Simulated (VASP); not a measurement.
A run of VASP 6.6.1:

Contents of INCAR:

```
SYSTEM = Li
ALGO = Normal ; EDIFF = 1E-7
ENCUT = 520 ; GGA = PE
ISIF = 2 ; ISMEAR = -1
LASPH = .TRUE. ; LCHARG = .TRUE.
LELF = .TRUE. ; LREAL = .FALSE.
LVHAR = .TRUE. ; LWAVE = .FALSE.
NBANDS = 14 ; NELM = 60
PREC = Accurate ; SIGMA = 0.05
```

Contents of KPOINTS:

```
k-points
0
G
  10 10 6
  0 0 0
```

File POSCAR:

```
Li
1.0
    2.9257444965      0.0000000000      0.0000000000
   -1.4628722482      2.5337690590      0.0000000000
    0.0000000000      0.0000000000      9.2644493349
Li
4
Direct
    0.0000000000      0.0000000000      0.0000000000
    0.0000000000      0.0000000000      0.5000000000
    0.3333333333      0.6666666667      0.2500000000
    0.6666666667      0.3333333333      0.7500000000
```

Potentials or basis: VASP PAW PBE potentials, release 64 (Li_sv).

The run is started by

```sh
$ cat potpaw_PBE.64/Li_sv/POTCAR > POTCAR
$ mpirun -np 1 vasp_std > vasp.out
```

Hardware: 1 thread of Intel Xeon 8259CL (shared host).

Question: How long does it take, and how much memory?

Answer: It took 48 s on 1 thread of Intel Xeon 8259CL (shared host), peak memory 0.2 GiB. Counts: scf iterations 13, k points 56.
